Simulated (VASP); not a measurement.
Hf4C:

```xyz
5
Lattice="0.0000 3.3498 4.7838 3.0819 0.0000 4.7838 3.0819 3.3498 0.0000" Properties=species:S:1:pos:R:3 pbc="T T T"
Hf    3.0819    1.8408    4.7838
Hf    3.0819    4.8588    4.7838
Hf    4.6228    5.0247    7.1756
Hf    1.5409    1.6749    2.3919
C     0.0000    0.0000    0.0000
```

The cell was generated, and may not be a known phase.

| Property | Result |
| --- | --- |
| Program | VASP 6.6.1 |
| Task | relaxation of cell and atoms |
| Functional | PBE |
| Potentials or basis | VASP PAW PBE potentials, release 64 (Hf_pv, C) |
| Cutoff | 600 eV |
| k mesh | 4 × 4 × 4 |
| Occupations | gaussian, width 0.1 eV |
| Spin | no spin polarisation |

At the start: pressure 19.4 GPa; volume 19.75 Å³/atom.

Task: Where does the relaxation end?

Result: Over 12 steps the energy falls by 348.2 meV/atom and the volume is 21.70 Å³/atom (+9.8 %); space group Fmmm (No. 69, to 0.1 Å) before and after.

The path:
```
step  energy change (eV)  largest force (eV/Å)  pressure (GPa)  volume (Å³)
   1              0.0000                7.0067           19.43        98.77
   2              1.7462                4.2485          -14.72       136.39
   3             -1.4507                0.9450           -2.74       110.76
   4             -1.4927                0.4130           -1.05       109.23
   5             -1.5004                0.0289            0.16       108.23
   6             -1.6851                0.2280           -0.89       109.56
   7             -1.6874                0.2472           -0.97       109.70
   8             -1.7300                0.1030            0.45       108.11
   9             -1.7340                0.2402            1.06       107.48
  10             -1.7359                0.2535           -0.72       108.95
  11             -1.7408                0.0358            0.08       108.27
  12             -1.7411                0.0148           -0.04       108.48
```

Final structure:
```cif
data_structure
_symmetry_space_group_name_H-M 'P 1'
_symmetry_Int_Tables_number 1
_cell_length_a 6.3361
_cell_length_b 6.0455
_cell_length_c 4.5652
_cell_angle_alpha 71.797
_cell_angle_beta 65.011
_cell_angle_gamma 43.193
_cell_volume 108.48
loop_
_atom_site_label
_atom_site_type_symbol
_atom_site_fract_x
_atom_site_fract_y
_atom_site_fract_z
_atom_site_occupancy
Hf1 Hf 0.29410 0.70590 0.29410 1
Hf2 Hf 0.70590 0.29410 0.70590 1
Hf3 Hf 0.75000 0.75000 0.75000 1
Hf4 Hf 0.25000 0.25000 0.25000 1
C1 C 0.00000 0.00000 0.00000 1
```

Caveat: the k points lie up to 0.38 Å⁻¹ apart in the final cell.
